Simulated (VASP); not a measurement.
A run of VASP 6.6.1 is set up as follows.

Contents of INCAR:

```
SYSTEM = Rh
PREC = Accurate ; ENCUT = 500
EDIFF = 1E-6 ; ISMEAR = 0
SIGMA = 0.15 ; LREAL = .FALSE.
LASPH = .TRUE. ; NELM = 200
ALGO = Normal ; ISIF = 2
LWAVE = .FALSE. ; LCHARG = .FALSE.
ISPIN = 2 ; MAGMOM = 0.25 0.25
LORBIT = 11 ; NUPDOWN = 0.5
LMAXMIX = 4 ; GGA = PE
NBANDS = 26 ; GGA_COMPAT = .FALSE.
```

KPOINTS

```
Automatic mesh
0
G
  21 21 12
  0 0 0
```

Contents of POSCAR:

```
Rh
1.0
    2.6112187483      0.0000000000      0.0000000000
   -1.3056093742      2.2613817708      0.0000000000
    0.0000000000      0.0000000000      4.2022282270
Rh
2
Direct
    0.6666666667      0.3333333333      0.7500000000
    0.3333333333      0.6666666667      0.2500000000
```

Potentials or basis: VASP PAW PBE potentials, release 64 (Rh_pv).

The run is started by

```sh
$ cat potpaw_PBE.64/Rh_pv/POTCAR > POTCAR
$ mpirun -np 1 vasp_std > vasp.out
```

Q: Predict the pressure.

A: 46.0 GPa.

Stress tensor (GPa, compression positive):
```
45.30  0.00  0.00
 0.00 45.30  0.00
 0.00  0.00 47.28
```

Caveat: the cell stands under pressure; the total moment is fixed, so each spin has its own Fermi level.
